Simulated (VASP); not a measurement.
# Zr (P6_3/mmc) in VASP: notebook

Zr is run at these levels: PBEsol; tasks: electric field gradients.

All numbers are computed with VASP 6.6.1; they aren't measurements. Logs are shortened: lines on timing, memory, paths and dates and some standing lists are left out, and cuts for length are marked.

## (1) The cell of the first run

The structure is hexagonal, space group P6_3/mmc (No. 194). The conventional cell has a = 3.275 Å, b = 3.275 Å, c = 5.215 Å, α = 90.00°, β = 90.00°, γ = 120.00°. Zr (site symmetry -6m2) has 12 Zr at 3.22 to 3.27 Å within 4.2 Å.

## (2) Electric field gradients, PBEsol (24.21 Å³/atom)

INCAR reads:

```
  PREC = Accurate
  ENCUT = 520
  EDIFF = 1E-8
  ISMEAR = -1
  SIGMA = 0.08
  LREAL = F
  LASPH = T
  NELM = 100
  ALGO = Normal
  ISIF = 2
  LWAVE = F
  LCHARG = F
  GGA = PS
  LEFG = T
  NBANDS = 19
```

KPOINTS reads:

```
Automatic mesh
0
Gamma
  13 13 7
```

POSCAR reads:

```
Zr
1.0
    3.2745293923      0.0000000000      0.0000000000
   -1.6372646961      2.8358256391      0.0000000000
    0.0000000000      0.0000000000      5.2147314515
Zr
2
Direct
    0.3333333333      0.6666666667      0.2500000000
    0.6666666667      0.3333333333      0.7500000000
```

Potentials or basis: VASP PAW PBE potentials, release 64 (Zr_sv).

Command:

```
> cat potpaw_PBE.64/Zr_sv/POTCAR > POTCAR
> mpirun -np 1 vasp_std > vasp.out
```

OUTCAR:

```text
PREC = Accurate
   ENCUT = 520
   EDIFF = 1E-8
   ISMEAR = -1
   LREAL = F
   LASPH = T
   NELM = 100
   ISIF = 2
   GGA = PS

 ion  position               nearest neighbor table
   1  0.333  0.667  0.250-   2 3.22   2 3.22   2 3.22   2 3.22   2 3.22   2 3.22
   2  0.667  0.333  0.750-   1 3.22   1 3.22   1 3.22   1 3.22   1 3.22   1 3.22

  LATTYP: Found a hexagonal cell.
 ALAT       =     3.2745293923
 C/A-ratio  =     1.5925132521

  Lattice vectors:

 A1 = (   3.2745293923,   0.0000000000,   0.0000000000)
 A2 = (  -1.6372646961,   2.8358256391,   0.0000000000)
 A3 = (   0.0000000000,   0.0000000000,   5.2147314515)

Analysis of symmetry for initial positions (statically):
=====================================================================
 Subroutine PRICEL returns:
 Original cell was already a primitive cell.

 Routine SETGRP: Setting up the symmetry group for a
 hexagonal supercell.

 Subroutine GETGRP returns: Found 24 space group operations
 (whereof 12 operations were pure point group operations)
 out of a pool of 24 trial point group operations.

The static configuration has the point symmetry D_3d.
 The point group associated with its full space group is D_6h.

Analysis of symmetry for dynamics (positions and initial velocities):
=====================================================================
 Subroutine PRICEL returns:
 Original cell was already a primitive cell.

 Routine SETGRP: Setting up the symmetry group for a
 hexagonal supercell.

 Subroutine GETGRP returns: Found 24 space group operations
 (whereof 12 operations were pure point group operations)
 out of a pool of 24 trial point group operations.

The dynamic configuration has the point symmetry D_3d.
 The point group associated with its full space group is D_6h.

 Subroutine INISYM returns: Found 24 space group operations
 (whereof 12 operations are pure point group operations),
 and found     1 'primitive' translations

----------------------------------------------------------------------------------------

                                     Primitive cell

  volume of cell :      48.4240

  direct lattice vectors                    reciprocal lattice vectors
     3.274529392  0.000000000  0.000000000     0.305387395  0.176315495  0.000000000
[... 124 lines left out ...]

 Free energy of the ion-electron system (eV)
  ---------------------------------------------------
  ext. energy  EPLUGINS =         0.00000000
  ---------------------------------------------------
  free energy    TOTEN  =       -18.11117163 eV

  energy without entropy =      -18.06469989  energy(sigma->0) =      -18.08793576

 E-fermi :   8.4262     XC(G=0): -11.0240

 val. band max:        8.4255997798   @ k =   0.1538  -0.0000   0.1429
 cond. band min:       8.4289417076   @ k =   0.3077   0.3077   0.2857
 fundamental gap:      0.0033419278
 Fermi energy:         8.4262201154

 k-point     1 :       0.0000    0.0000    0.0000
  band No.  band energies     occupation
      1     -40.3769      2.00000
      2     -40.2445      2.00000
      3     -18.8615      2.00000
      4     -18.0878      2.00000
      5     -18.0878      2.00000
      6     -17.9644      2.00000
[... 505 lines left out ...]
      6     -18.1234      2.00000
[... 11 lines left out ...]
     18      10.6432      0.00000
     19      12.9899      0.00000

 [... further k-points ...]

------------------------ aborting loop because EDIFF is reached ----------------------------------------

  FORCE on cell =-STRESS in cart. coord.  units (eV):
  Direction    XX          YY          ZZ          XY          YZ          ZX
  --------------------------------------------------------------------------------------
  -------------------------------------------------------------------------------------
  Total       -1.9903193     -1.9903193     -1.8811348     -0.0000000      0.0000000      0.0000000
  in kB      -65.8526081    -65.8526081    -62.2400796     -0.0000000      0.0000000      0.0000000
  external PRESSURE =     -64.6484319 kB  Pullay stress =       0.0000000 kB

 VOLUME and BASIS-vectors are now :
 -----------------------------------------------------------------------------
  energy-cutoff  :      520.00
  volume of cell :       48.42
      direct lattice vectors                 reciprocal lattice vectors
     3.274529392  0.000000000  0.000000000     0.305387395  0.176315495  0.000000000
    -1.637264696  2.835825639  0.000000000     0.000000000  0.352630989  0.000000000
     0.000000000  0.000000000  5.214731451     0.000000000  0.000000000  0.191764429

 POSITION                                       TOTAL-FORCE (eV/Angst)
 -----------------------------------------------------------------------------------
     -0.00000      1.89055      1.30368         0.000000     -0.000000      0.000000
      1.63726      0.94528      3.91105        -0.000000      0.000000      0.000000
 -----------------------------------------------------------------------------------
    total drift:                                0.000000     -0.000000      0.000000

  FREE ENERGIE OF THE ION-ELECTRON SYSTEM (eV)
  ---------------------------------------------------
  free  energy   TOTEN  =       -18.1111716270 eV

  energy  without entropy=      -18.0646998878  energy(sigma->0) =      -18.08793576

 Electric field gradients (V/A^2)
---------------------------------------------------------------------
 ion       V_xx      V_yy      V_zz      V_xy      V_xz      V_yz
---------------------------------------------------------------------
   1     -19.020   -19.020    38.040     0.000    -0.000     0.000
   2     -19.020   -19.020    38.040     0.000     0.000    -0.000
---------------------------------------------------------------------

 Electric field gradients after diagonalization (V/A^2)
 (convention: |V_zz| > |V_xx| > |V_yy|)
----------------------------------------------------------------------
 ion       V_xx      V_yy      V_zz     asymmetry (V_yy - V_xx)/ V_zz
----------------------------------------------------------------------
   1     -19.020   -19.020    38.040       0.000
   2     -19.020   -19.020    38.040       0.000
----------------------------------------------------------------------

           NMR quadrupolar parameters

 Cq : quadrupolar parameter    Cq=e*Q*V_zz/h
 eta: asymmetry parameters     (V_yy - V_xx)/ V_zz
 Q  : nuclear electric quadrupole moment in mb (millibarn)
----------------------------------------------------------------------
 ion       Cq(MHz)       eta       Q (mb)
----------------------------------------------------------------------
   1       0.092       0.000       1.000
   2       0.092       0.000       1.000
----------------------------------------------------------------------
```

Run time: 71 s. Hardware: 1 thread of Intel Xeon 8259CL, shared host; peak memory 0.2 GiB.

What came out:

| Property | Result |
| --- | --- |
| Free energy | -18.1112 eV |
| Pressure | -6.5 GPa |
| Band gap on the k mesh | zero (bands 12 and 13 overlap by 1.09 eV) |
| Largest electric field gradient by atom | Zr +38.0 V/Å² |

Electric field gradients, principal values (V/Å²):
| atom | least | middle | greatest (by size) |
| --- | --- | --- | --- |
| 1 Zr | -19.020 | -19.020 | 38.040 |
| 2 Zr | -19.020 | -19.020 | 38.040 |

Caveat: the cell stands under tension; without QUAD_EFG the Cq values of the log hold for a quadrupole moment of 1 mb, not for the nuclei; the PAW data sets were made with another functional, which shifts forces and pressure a little.

## (3) Electric field gradients, PBEsol (24.21 Å³/atom)

INCAR reads:

```
SYSTEM = Zr
  PREC = Accurate
  ENCUT = 520
  EDIFF = 1E-8
  ISMEAR = -1
  SIGMA = 0.08
  LREAL = .FALSE.
  LASPH = .TRUE.
  NELM = 80
  ALGO = Normal
  ISIF = 2
  LWAVE = .FALSE.
  LCHARG = .FALSE.
  GGA = PS
  LEFG = .TRUE.
  NBANDS = 19
```

KPOINTS reads:

```
regular mesh
0
G
  13 13 7
  0 0 0
```

POSCAR is that of step 2.

Potentials or basis: VASP PAW PBE potentials, release 64 (Zr_sv).

Command:

```
> cat potpaw_PBE.64/Zr_sv/POTCAR > POTCAR
> mpirun -np 1 vasp_std > vasp.out
```

OUTCAR:

```text
SYSTEM = Zr
   PREC = Accurate
   ENCUT = 520
   EDIFF = 1E-8
   ISMEAR = -1
   LREAL = .FALSE.
   LASPH = .TRUE.
   NELM = 80
   ISIF = 2
   GGA = PS

 ion  position               nearest neighbor table
   1  0.333  0.667  0.250-   2 3.22   2 3.22   2 3.22   2 3.22   2 3.22   2 3.22
   2  0.667  0.333  0.750-   1 3.22   1 3.22   1 3.22   1 3.22   1 3.22   1 3.22

  LATTYP: Found a hexagonal cell.
 ALAT       =     3.2745293923
 C/A-ratio  =     1.5925132521

  Lattice vectors:

 A1 = (   3.2745293923,   0.0000000000,   0.0000000000)
 A2 = (  -1.6372646961,   2.8358256391,   0.0000000000)
 A3 = (   0.0000000000,   0.0000000000,   5.2147314515)

Analysis of symmetry for initial positions (statically):
=====================================================================
 Subroutine PRICEL returns:
 Original cell was already a primitive cell.

 Routine SETGRP: Setting up the symmetry group for a
 hexagonal supercell.

 Subroutine GETGRP returns: Found 24 space group operations
 (whereof 12 operations were pure point group operations)
 out of a pool of 24 trial point group operations.

The static configuration has the point symmetry D_3d.
 The point group associated with its full space group is D_6h.

Analysis of symmetry for dynamics (positions and initial velocities):
=====================================================================
 Subroutine PRICEL returns:
 Original cell was already a primitive cell.

 Routine SETGRP: Setting up the symmetry group for a
 hexagonal supercell.

 Subroutine GETGRP returns: Found 24 space group operations
 (whereof 12 operations were pure point group operations)
[... 158 lines left out ...]
  band No.  band energies     occupation
      1     -40.3769      2.00000
      2     -40.2445      2.00000
      3     -18.8615      2.00000
      4     -18.0878      2.00000
      5     -18.0878      2.00000
      6     -17.9644      2.00000
[... 505 lines left out ...]
      6     -18.1234      2.00000
[... 11 lines left out ...]
     18      10.6432      0.00000
     19      12.9899      0.00000

 [... further k-points ...]

------------------------ aborting loop because EDIFF is reached ----------------------------------------

  FORCE on cell =-STRESS in cart. coord.  units (eV):
  Direction    XX          YY          ZZ          XY          YZ          ZX
  --------------------------------------------------------------------------------------
  -------------------------------------------------------------------------------------
  Total       -1.9903193     -1.9903193     -1.8811348     -0.0000000      0.0000000      0.0000000
  in kB      -65.8526081    -65.8526081    -62.2400796     -0.0000000      0.0000000      0.0000000
  external PRESSURE =     -64.6484319 kB  Pullay stress =       0.0000000 kB

 VOLUME and BASIS-vectors are now :
 -----------------------------------------------------------------------------
  energy-cutoff  :      520.00
  volume of cell :       48.42
      direct lattice vectors                 reciprocal lattice vectors
     3.274529392  0.000000000  0.000000000     0.305387395  0.176315495  0.000000000
    -1.637264696  2.835825639  0.000000000     0.000000000  0.352630989  0.000000000
     0.000000000  0.000000000  5.214731451     0.000000000  0.000000000  0.191764429

 POSITION                                       TOTAL-FORCE (eV/Angst)
 -----------------------------------------------------------------------------------
     -0.00000      1.89055      1.30368         0.000000     -0.000000      0.000000
      1.63726      0.94528      3.91105        -0.000000      0.000000      0.000000
 -----------------------------------------------------------------------------------
    total drift:                                0.000000     -0.000000      0.000000

  FREE ENERGIE OF THE ION-ELECTRON SYSTEM (eV)
  ---------------------------------------------------
  free  energy   TOTEN  =       -18.1111716270 eV

  energy  without entropy=      -18.0646998878  energy(sigma->0) =      -18.08793576

 Electric field gradients (V/A^2)
---------------------------------------------------------------------
 ion       V_xx      V_yy      V_zz      V_xy      V_xz      V_yz
---------------------------------------------------------------------
   1     -19.020   -19.020    38.040     0.000    -0.000     0.000
   2     -19.020   -19.020    38.040     0.000     0.000    -0.000
---------------------------------------------------------------------

 Electric field gradients after diagonalization (V/A^2)
 (convention: |V_zz| > |V_xx| > |V_yy|)
----------------------------------------------------------------------
 ion       V_xx      V_yy      V_zz     asymmetry (V_yy - V_xx)/ V_zz
----------------------------------------------------------------------
   1     -19.020   -19.020    38.040       0.000
   2     -19.020   -19.020    38.040       0.000
----------------------------------------------------------------------

           NMR quadrupolar parameters

 Cq : quadrupolar parameter    Cq=e*Q*V_zz/h
 eta: asymmetry parameters     (V_yy - V_xx)/ V_zz
 Q  : nuclear electric quadrupole moment in mb (millibarn)
----------------------------------------------------------------------
 ion       Cq(MHz)       eta       Q (mb)
----------------------------------------------------------------------
   1       0.092       0.000       1.000
   2       0.092       0.000       1.000
----------------------------------------------------------------------
```

stdout:

```text
POSCAR found type information on POSCAR Zr
 POSCAR found :  1 types and       2 ions
 scaLAPACK will be used
 -----------------------------------------------------------------------------
|                                                                             |
|                                                                             |
|     You enforced a specific xc type in the INCAR file but a different       |
|     I HOPE YOU KNOW WHAT YOU ARE DOING!                                     |
|                                                                             |
 -----------------------------------------------------------------------------

 LDA part: xc-table for (Slater+PW92), standard interpolation
 POSCAR, INCAR and KPOINTS ok, starting setup
 FFT: planning ... GRIDC
 FFT: planning ... GRID_SOFT
 FFT: planning ... GRID
 WAVECAR not read
 entering main loop
ion   1

ion   2
```

It took 83 s on 1 thread of Intel Xeon 8259CL, shared host; peak memory 0.2 GiB.

What came out:

* Free energy: -18.1112 eV
* Pressure: -6.5 GPa
* Band gap on the k mesh: zero (bands 12 and 13 overlap by 1.09 eV)
* Largest electric field gradient by atom: Zr +38.0 V/Å²

Stress tensor (GPa, compression positive):
```
-6.59  0.00  0.00
 0.00 -6.59  0.00
 0.00  0.00 -6.22
```

Levels at points of the mesh, in eV from the Fermi level:
```
           k point  band 8  band 9  band 10  band 11  band 12  band 13  band 14  band 15  band 16  band 17
(0.00, 0.00, 0.00)  -26.39   -5.59    -2.93     0.86     0.86     1.01     1.06     1.52     1.52     2.07
```

Electric field gradients, principal values (V/Å²):
| atom | least | middle | greatest (by size) |
| --- | --- | --- | --- |
| 1 Zr | -19.020 | -19.020 | 38.040 |
| 2 Zr | -19.020 | -19.020 | 38.040 |

Caveat: the cell stands under tension; without QUAD_EFG the Cq values of the log hold for a quadrupole moment of 1 mb, not for the nuclei; the PAW data sets were made with another functional, which shifts forces and pressure a little.
